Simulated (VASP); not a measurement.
PtS2, 3 atoms in the cell. It takes space group P-3m1 (No. 164, trigonal). The conventional cell has a = 3.471 Å, b = 3.471 Å, c = 4.936 Å, α = 90.00°, β = 90.00°, γ = 120.00°. Within 3.0 Å of Pt (site symmetry -3m) lie 6 S at 2.30 Å. S (site symmetry 3m) has 3 Pt at 2.30 Å and 3 S at 3.01 Å within 3.1 Å. 

| Item | Value |
| --- | --- |
| Program | VASP 6.6.1 |
| Task | single point |
| Functional | PBE |
| Potentials or basis | VASP PAW PBE potentials, release 64 (Pt_sv_GW, S) |
| Cutoff | 570 eV |
| k mesh | 9 × 9 × 5 |
| Occupations | fermi-dirac, width 0.05 eV |
| Spin | no spin polarisation |
| Dipole correction | no |
| Further INCAR settings | ALGO = Normal; EDIFF = 1e-06; NBANDS = 22 |

Potentials or basis: VASP PAW PBE potentials, release 64 (Pt_sv_GW, S).

Run with:

```console
$ cat potpaw_PBE.64/Pt_sv_GW/POTCAR potpaw_PBE.64/S/POTCAR > POTCAR
$ mpirun -np 1 vasp_std > vasp.out
```

Hardware: 1 thread of Intel(R) Xeon(R) Platinum 8488C (Sapphire Rapids), with other jobs on the host.

Q: How long does it take, and how much memory?

A: Run time: 47 s on 1 thread of Intel(R) Xeon(R) Platinum 8488C (Sapphire Rapids), with other jobs on the host, peak memory 0.22 GiB. Counts: scf iterations 15, k points 50.
